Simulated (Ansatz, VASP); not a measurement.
One calculation of PbS, two programs

```
CELL_PARAMETERS angstrom
4.06993 0.00000 0.00000
0.00000 5.68982 5.57360
0.00000 -5.68982 5.57360
ATOMIC_POSITIONS crystal
Pb 0.00000 0.66311 0.33915
Pb 0.00000 0.33915 0.66311
Pb 0.50000 0.13739 0.13739
Pb 0.00000 0.82373 0.82373
S 0.50000 0.77482 0.11785
S 0.50000 0.11785 0.77482
S 0.00000 0.31090 0.31090
S 0.50000 0.63725 0.63725
```

Alike in both runs: task single point; functional PBEsol; k mesh 6 × 4 × 4; no spin polarisation.

|  | VASP | Ansatz |
| --- | --- | --- |
| version | VASP 6.6.1 | Ansatz 0.2.0 |
| potentials or method | VASP PAW PBE potentials, release 64 (Pb_d, S), cutoff 520 eV | plane waves, PAW |
| occupations | gaussian, width 0.01 eV | fixed |
| valence electrons in the cell | 80 | 80 |

```tsv
	VASP	Ansatz	Ansatz less VASP
gap on the k mesh at the Fermi level (eV)	0.46	0.46	-0.002
```

VASP's potentials were made for PBE, not for PBEsol.

Neither program's run includes spin-orbit coupling.
